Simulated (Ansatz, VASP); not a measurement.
# HfPt2 in VASP and in Ansatz

File INCAR:

```
PREC = Accurate ; ENCUT = 600
EDIFF = 1E-7 ; ISMEAR = 0
SIGMA = 0.1 ; LREAL = F
LASPH = T ; NELM = 100
ALGO = Fast ; ISIF = 3
LWAVE = F ; LCHARG = F
GGA = PE ; IBRION = 2
NSW = 100 ; EDIFFG = -0.01
```

File KPOINTS:

```
Automatic mesh
0
Gamma
  12 12 16
```

POSCAR

```
HfPt2
1.0
    4.6117717721      0.0000000000      0.0000000000
   -2.3058858861      3.9939115111      0.0000000000
    0.0000000000      0.0000000000      2.8224736628
Hf Pt
1 2
Direct
    0.0000000000      0.0000000000      0.0000000000
    0.3333333333      0.6666666667      0.5000000000
    0.6666666667      0.3333333333      0.5000000000
```

Input for Ansatz:

```yaml
crystal:
  lattice:
    - [4.6117717721, 0.0, 0.0]
    - [-2.3058858861, 3.9939115111, 0.0]
    - [0.0, 0.0, 2.8224736628]
  atoms:
    - { symbol: Hf, position: [0.0, 0.0, 0.0] }
    - { symbol: Pt, position: [0.3333333333, 0.6666666667, 0.5] }
    - { symbol: Pt, position: [0.6666666667, 0.3333333333, 0.5] }
basis:
  ecutwfc: 420
kpoints:
  mp_grid: { grid: [12, 12, 16] }
hamiltonian:
  xc: pbe
scf:
  occupations: { method: gaussian, width: 0.1 }
output:
  forces: true
  stress: true
  eigenvalues: true
  write_density: true
  write_potential: true
  elf: true
  volumetric_format: npy
relax:
  adjacent_minimum: "off"
  f_tol: 0.01
  max_steps: 80
  cell: { stress_tol: 0.05 }
```

Alike in both runs: task relaxation of cell and atoms; functional PBE; k mesh 12 × 12 × 16; occupations gaussian, width 0.1 eV; no spin polarisation.

```csv
,VASP,Ansatz
version,VASP 6.6.1,Ansatz 0.2.0
potentials or method,"VASP PAW PBE potentials, release 64 (Hf_pv, Pt), cutoff 600 eV","scalar-relativistic, plane waves, PAW"
valence electrons in the cell,30,62
```

|  | VASP | Ansatz | Ansatz less VASP |
| --- | --- | --- | --- |
| gap on the k mesh at the Fermi level, each at its own relaxed structure (eV) | none | none | - |
| relaxed volume (Å³/atom) | 17.34 | 17.42 | +0.080 |
| relaxed cell length with the largest relative difference (Å) | 4.592 | 4.600 | +0.0072 |

A gap of «none» marks a metal or a gap that the smearing closes. VASP's potentials hold 30 valence electrons a cell and Ansatz's 62, so a difference there can come from the potentials and not from the codes.

Spin-orbit coupling is off throughout.
